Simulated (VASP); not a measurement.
# SnSe (Pnma) in VASP: further runs

Runs on SnSe. Level: r2SCAN. Tasks: single point.

All numbers are computed with VASP 6.6.1; they aren't measurements. Logs are shortened: lines on timing, memory, paths and dates and some standing lists are left out, and cuts for length are marked.

## Step 1: The cell of the first run

It takes space group Pnma (No. 62, orthorhombic). Conventional cell: a = 11.739 Å, b = 4.129 Å, c = 4.829 Å, α = 90.00°, β = 90.00°, γ = 90.00°. Within 3.8 Å of Sn (site symmetry m) lie 6 Se at 2.76 to 3.67 Å and 2 Sn at 3.74 Å. Within 3.7 Å of Se (site symmetry m) lie 6 Sn at 2.76 to 3.67 Å.

## Step 2: Single point, r2SCAN (uniaxial z strain +3.0%)

Input file POSCAR:

```
SnSe
1.0
   11.7392579279      0.0000000000      0.0000000000
    0.0000000000      4.1294738267      0.0000000000
    0.0000000000      0.0000000000      4.8287255755
Sn Se
4 4
Direct
    0.6213542071      0.7500000000      0.3687581430
    0.8786457929      0.2500000000      0.8687581430
    0.3786457929      0.2500000000      0.6312418570
    0.1213542071      0.7500000000      0.1312418570
    0.1489922928      0.2500000000      0.5071321475
    0.6489922928      0.2500000000      0.9928678525
    0.3510077072      0.7500000000      0.0071321475
    0.8510077072      0.7500000000      0.4928678525
```

Input file INCAR.step1:

```
SYSTEM = SnSe
PREC     = Accurate       ! precision mode
ENCUT    = 550            ! plane-wave cutoff, eV
ISMEAR   = 0              ! smearing method
SIGMA    = 0.01           ! smearing width, eV
LREAL    = .False.        ! projectors in reciprocal space
LASPH    = .True.         ! aspherical terms in the spheres
NELM     = 120            ! most SCF steps
NBANDS   = 50             ! bands
GGA      = PE             ! functional
ALGO     = Normal         ! electronic algorithm
EDIFF    = 1E-5           ! SCF threshold, eV
LWAVE    = .True.         ! write WAVECAR
LCHARG   = .False.        ! write CHGCAR
GGA_COMPAT= .False.
```

Input file INCAR.step2:

```
SYSTEM = SnSe
PREC     = Accurate       ! precision mode
ENCUT    = 550            ! plane-wave cutoff, eV
EDIFF    = 1E-6           ! SCF threshold, eV
ISMEAR   = 0              ! smearing method
SIGMA    = 0.01           ! smearing width, eV
LREAL    = .False.        ! projectors in reciprocal space
LASPH    = .True.         ! aspherical terms in the spheres
NELM     = 120            ! most SCF steps
ALGO     = Normal         ! electronic algorithm
ISIF     = 2              ! what is computed and relaxed
LWAVE    = .False.        ! write WAVECAR
LCHARG   = .False.        ! write CHGCAR
METAGGA  = R2SCAN         ! meta-GGA
LMIXTAU  = .True.       
NBANDS   = 50             ! bands
ISTART   = 1            
GGA_COMPAT= .False.
```

Input file KPOINTS:

```
regular mesh
0
Gamma
  2 6 6
  0 0 0
```

Potentials or basis: VASP PAW PBE potentials, release 64 (Sn_d, Se).

Command:

```bash
> cat potpaw_PBE.64/Sn_d/POTCAR potpaw_PBE.64/Se/POTCAR > POTCAR
> cp INCAR.step1 INCAR
> mpirun -np 1 vasp_std > vasp.out
> cp INCAR.step2 INCAR
> mpirun -np 1 vasp_std > vasp.out
```

OUTCAR:

```text
SYSTEM = SnSe
   PREC = Accurate
   ENCUT = 550
   EDIFF = 1E-6
   ISMEAR = 0
   LREAL = .False.
   LASPH = .True.
   NELM = 120
   ISIF = 2
   METAGGA = R2SCAN
   ISTART = 1

 ion  position               nearest neighbor table
   1  0.621  0.750  0.369-   8 2.76   6 2.77   6 2.77   3 3.74   3 3.74
   2  0.879  0.250  0.869-   6 2.76   8 2.77   8 2.77   4 3.74   4 3.74
   3  0.379  0.250  0.631-   5 2.76   7 2.77   7 2.77   1 3.74   1 3.74
   4  0.121  0.750  0.131-   7 2.76   5 2.77   5 2.77   2 3.74   2 3.74
   5  0.149  0.250  0.507-   3 2.76   4 2.77   4 2.77
   6  0.649  0.250  0.993-   2 2.76   1 2.77   1 2.77
   7  0.351  0.750  0.007-   4 2.76   3 2.77   3 2.77
   8  0.851  0.750  0.493-   1 2.76   2 2.77   2 2.77

  LATTYP: Found a simple orthorhombic cell.
 ALAT       =     4.1294738267
 B/A-ratio  =     1.1693319241
 C/A-ratio  =     2.8427975138

  Lattice vectors:

 A1 = (   0.0000000000,   4.1294738267,   0.0000000000)
 A2 = (   0.0000000000,   0.0000000000,   4.8287255755)
 A3 = (  11.7392579279,   0.0000000000,   0.0000000000)

Analysis of symmetry for initial positions (statically):
=====================================================================
 Subroutine PRICEL returns:
 Original cell was already a primitive cell.

 Routine SETGRP: Setting up the symmetry group for a
 simple orthorhombic supercell.

 Subroutine GETGRP returns: Found  8 space group operations
 (whereof  2 operations were pure point group operations)
 out of a pool of  8 trial point group operations.

The static configuration has the point symmetry S_2 .
 The point group associated with its full space group is D_2h.

Analysis of symmetry for dynamics (positions and initial velocities):
=====================================================================
 Subroutine PRICEL returns:
 Original cell was already a primitive cell.

 Routine SETGRP: Setting up the symmetry group for a
 simple orthorhombic supercell.

 Subroutine GETGRP returns: Found  8 space group operations
 (whereof  2 operations were pure point group operations)
 out of a pool of  8 trial point group operations.

The dynamic configuration has the point symmetry S_2 .
 The point group associated with its full space group is D_2h.

 Subroutine INISYM returns: Found  8 space group operations
 (whereof  2 operations are pure point group operations),
 and found     1 'primitive' translations

----------------------------------------------------------------------------------------

                                     Primitive cell

  volume of cell :     234.0819

  direct lattice vectors                    reciprocal lattice vectors
    11.739257928  0.000000000  0.000000000     0.085184260  0.000000000  0.000000000
     0.000000000  4.129473827  0.000000000     0.000000000  0.242161603  0.000000000
     0.000000000  0.000000000  4.828725576     0.000000000  0.000000000  0.207093980

  length of vectors
    11.739257928  4.129473827  4.828725576     0.085184260  0.242161603  0.207093980

  position of ions in fractional coordinates (direct lattice)
     0.621354207  0.750000000  0.368758143
     0.878645793  0.250000000  0.868758143
     0.378645793  0.250000000  0.631241857
     0.121354207  0.750000000  0.131241857
     0.148992293  0.250000000  0.507132148
     0.648992293  0.250000000  0.992867852
     0.351007707  0.750000000  0.007132148
     0.851007707  0.750000000  0.492867852

  ion indices of the primitive-cell ions
   primitive index   ion index
                 1           1
                 2           2
                 3           3
                 4           4
                 5           5
                 6           6
                 7           7
                 8           8

----------------------------------------------------------------------------------------

 KPOINTS: regular mesh

Automatic generation of k-mesh.
 Grid dimensions read from file:
 generate k-points for:    2    6    6

 Generating k-lattice:

  Cartesian coordinates                     Fractional coordinates (reciprocal lattice)
     0.042592130  0.000000000  0.000000000     0.500000000  0.000000000  0.000000000
     0.000000000  0.040360267  0.000000000     0.000000000  0.166666667  0.000000000
     0.000000000  0.000000000  0.034515663     0.000000000  0.000000000  0.166666667

  Length of vectors
     0.042592130  0.040360267  0.034515663

  Shift w.r.t. Gamma in fractional coordinates (k-lattice)
     0.000000000  0.000000000  0.000000000

 Subroutine IBZKPT returns following result:
 ===========================================

 Found     32 irreducible k-points:

 Following reciprocal coordinates:
            Coordinates               Weight
  0.000000  0.000000  0.000000      1.000000
  0.500000  0.000000  0.000000      1.000000
  0.000000  0.166667  0.000000      2.000000
  0.500000  0.166667  0.000000      2.000000
  0.000000  0.333333  0.000000      2.000000
  0.500000  0.333333  0.000000      2.000000
[... 16 lines left out ...]
  0.000000  0.500000  0.333333      2.000000
  0.500000  0.500000  0.333333      2.000000
 [... further k-points ...]
   k-points           NKPTS =     32   k-points in BZ     NKDIM =     32   number of bands    NBANDS=     50
   number of dos      NEDOS =    301   number of ions     NIONS =      8
   total plane-waves  NPLWV = 115200
   dimension x,y,z NGX =    90 NGY =   32 NGZ =   40
   dimension x,y,z NGXF=   180 NGYF=   64 NGZF=   80
   ions per type =               4   4
   NGX,Y,Z   is equivalent  to a cutoff of  12.75, 12.88, 13.77 a.u.
   NGXF,Y,Z  is equivalent  to a cutoff of  25.49, 25.77, 27.54 a.u.
 SYSTEM =  SnSe
   PREC   = accura    normal or accurate (medium, high low for compatibility)
   ISTART =      1    job   : 0-new  1-cont  2-samecut
   ICHARG =      0    charge: 1-file 2-atom 10-const
   ISPIN  =      1    spin polarized calculation?
   LNONCOLLINEAR =      F non collinear calculations
   LSORBIT =      F    spin-orbit coupling
   LASPH  =      T    aspherical Exc in radial PAW
   ENCUT  =  550.0 eV  40.42 Ry    6.36 a.u.  22.45  7.90  9.23*2*pi/ulx,y,z
   NELM   =    120;   NELMIN=  2; NELMDL=  0     # of ELM steps
   EDIFF  = 0.1E-05   stopping-criterion for ELM
   LREAL  =      F    real-space projection
   EDIFFG = 0.1E-04   stopping-criterion for IOM
   NSW    =      0    number of steps for IOM
   IBRION =     -1    ionic relax: 0-MD 1-quasi-New 2-CG
   NFREE  =      0    steps in history (QN), initial steepest desc. (CG)
   ISIF   =      2    stress and relaxation
   ISYM   =      2    0-nonsym 1-usesym 2-fastsym
   POTIM  = 0.5000    time-step for ionic-motion
   TEBEG  =    0.0;   TEEND  =   0.0 temperature during run
   PSTRESS=    0.0 pullay stress
   NELECT =      80.0000    total number of electrons
   NUPDOWN=      -1.0000    fix difference up-down
   EMIN   =  10.00;   EMAX   =-10.00  energy-range for DOS
   EFERMI =   0.00;   METHOD = LEGACY
   ISMEAR =     0;   SIGMA  =   0.01  broadening in eV -4-tet -1-fermi 0-gaus
   EFERMI_NEDOS =   21; number of points for ismear=-14 and -15
   IALGO  =     38    algorithm
   IMIX   =      4    mixing-type and parameters
     AMIX     =   0.40;   BMIX     =  1.00
     AMIX_MAG =   1.60;   BMIX_MAG =  1.00
  volume/ion in A,a.u.               =      29.26       197.46
  Fermi-wavevector in a.u.,A,eV,Ry     =   1.144587  2.162956 17.824717  1.310080
  Thomas-Fermi vector in A             =   2.281279
   LORBIT       =      0    0 simple, 1 ext, 2 COOP (PROOUT), +10 PAW based schemes
   METAGGA = R2SCAN    functional components
   LHFCALC =     F    Hartree Fock is set to
   AEXX    =    0.0000 exact exchange contribution
   IVDW    =     0    specifies the selected vdW correction
   LEPSILON=     F    determine dielectric tensor
   LRPA    =     F    only Hartree local field effects (RPA)
 non-spin polarized calculation
 Gauss-broadening in eV      SIGMA  =   0.01
  energy-cutoff  :      550.00
  volume of cell :      234.08
 maximum number of plane-waves:      6900
 NGX is ok and might be reduce to    90
   NGX = 45   NGY = 15   NGZ = 19

 number of electron      79.9999983 magnetization

 Free energy of the ion-electron system (eV)
  ---------------------------------------------------
  ext. energy  EPLUGINS =         0.00000000
  ---------------------------------------------------
  free energy    TOTEN  =      -159.81467724 eV

  energy without entropy =     -159.81467724  energy(sigma->0) =     -159.81467724

 E-fermi :   4.3045     XC(G=0):  -9.7562

 val. band max:        4.1876829365   @ k =   0.0000   0.0000   0.3333
 cond. band min:       5.3407906522   @ k =   0.0000   0.3333   0.0000
 fundamental gap:      1.1531077156
 Fermi energy:         4.3044709089

 k-point     1 :       0.0000    0.0000    0.0000
  band No.  band energies     occupation
      1     -17.6103      2.00000
      2     -17.6011      2.00000
      3     -17.5924      2.00000
      4     -17.5886      2.00000
      5     -17.5869      2.00000
      6     -17.5860      2.00000
[... 42 lines left out ...]
     49       9.2465      0.00000
     50       9.5408      0.00000

 k-point     2 :       0.5000    0.0000    0.0000
  band No.  band energies     occupation
      1     -17.6065      2.00000
      2     -17.6065      2.00000
      3     -17.5890      2.00000
      4     -17.5890      2.00000
      5     -17.5877      2.00000
      6     -17.5877      2.00000
[... 42 lines left out ...]
     49       9.2230      0.00000
     50       9.2230      0.00000

 k-point     3 :       0.0000    0.1667    0.0000
  band No.  band energies     occupation
      1     -17.6058      2.00000
      2     -17.6000      2.00000
      3     -17.5921      2.00000
      4     -17.5901      2.00000
      5     -17.5873      2.00000
      6     -17.5847      2.00000
[... 42 lines left out ...]
     49       8.4142      0.00000
     50       9.6274      0.00000

 k-point     4 :       0.5000    0.1667    0.0000
  band No.  band energies     occupation
      1     -17.6031      2.00000
      2     -17.6031      2.00000
      3     -17.5913      2.00000
      4     -17.5913      2.00000
      5     -17.5857      2.00000
      6     -17.5857      2.00000
[... 999 lines left out ...]
 k-point    23 :       0.0000    0.5000    0.3333
  band No.  band energies     occupation
      1     -17.6081      2.00000
      2     -17.6081      2.00000
      3     -17.6043      2.00000
      4     -17.6043      2.00000
      5     -17.5780      2.00000
      6     -17.5780      2.00000
[... 42 lines left out ...]
     49       9.1619      0.00000
     50       9.1619      0.00000

 k-point    24 :       0.5000    0.5000    0.3333
  band No.  band energies     occupation
      1     -17.6063      2.00000
      2     -17.6063      2.00000
      3     -17.6063      2.00000
      4     -17.6063      2.00000
      5     -17.5765      2.00000
      6     -17.5765      2.00000
[... 42 lines left out ...]
     49       9.8807      0.00000
     50       9.8807      0.00000

 [... further k-points ...]

------------------------ aborting loop because EDIFF is reached ----------------------------------------

  FORCE on cell =-STRESS in cart. coord.  units (eV):
  Direction    XX          YY          ZZ          XY          YZ          ZX
  --------------------------------------------------------------------------------------
  -------------------------------------------------------------------------------------
  Total       -0.4310579     -1.0072162     -0.9739980      0.0000000      0.0000000      0.0000000
  in kB       -2.9503823     -6.8939065     -6.6665443      0.0000000      0.0000000      0.0000000
  external PRESSURE =      -5.5036110 kB  Pullay stress =       0.0000000 kB

 VOLUME and BASIS-vectors are now :
 -----------------------------------------------------------------------------
  energy-cutoff  :      550.00
  volume of cell :      234.08
      direct lattice vectors                 reciprocal lattice vectors
    11.739257928  0.000000000  0.000000000     0.085184260  0.000000000  0.000000000
     0.000000000  4.129473827  0.000000000     0.000000000  0.242161603  0.000000000
     0.000000000  0.000000000  4.828725576     0.000000000  0.000000000  0.207093980

 POSITION                                       TOTAL-FORCE (eV/Angst)
 -----------------------------------------------------------------------------------
      7.29424      3.09711      1.78063        -0.017414     -0.000000      0.019123
     10.31465      1.03237      4.19499         0.017414     -0.000000      0.019123
      4.44502      1.03237      3.04809         0.017414      0.000000     -0.019123
      1.42461      3.09711      0.63373        -0.017414      0.000000     -0.019123
      1.74906      1.03237      2.44880        -0.002389      0.000000      0.017091
      7.61869      1.03237      4.79429        -0.002389      0.000000     -0.017091
      4.12057      3.09711      0.03444         0.002389      0.000000      0.017091
      9.99020      3.09711      2.37992         0.002389     -0.000000     -0.017091
 -----------------------------------------------------------------------------------
    total drift:                               -0.000000      0.000000     -0.000000

  FREE ENERGIE OF THE ION-ELECTRON SYSTEM (eV)
  ---------------------------------------------------
  free  energy   TOTEN  =      -159.8146772357 eV

  energy  without entropy=     -159.8146772357  energy(sigma->0) =     -159.81467724
```

Wall time 29 min (1 thread of Oxide Virtual Turin-like, shared host); peak memory 0.54 GiB.

Results:

```yaml
Free_energy: -159.8147 eV
Pressure: -0.6 GPa
Largest_force: 0.026 eV/Å
Band_gap_on_the_k_mesh: 1.15 eV (least direct gap 1.51 eV)
```

Forces in eV/Å, atoms in the order of the input:
```
Sn  -0.017  0.000  0.019
Sn   0.017  0.000  0.019
Sn   0.017  0.000 -0.019
Sn  -0.017  0.000 -0.019
Se  -0.002  0.000  0.017
Se  -0.002  0.000 -0.017
Se   0.002  0.000  0.017
Se   0.002  0.000 -0.017
```

Caveat: the cell differs from its parent crystal (uniaxial z strain +3.0%); the PAW data sets were made with another functional, which shifts forces and pressure a little; spin-orbit coupling is left out, which moves the levels of the heavy elements. A k mesh can miss the band edges.

(Continued in part 2 of 2.)
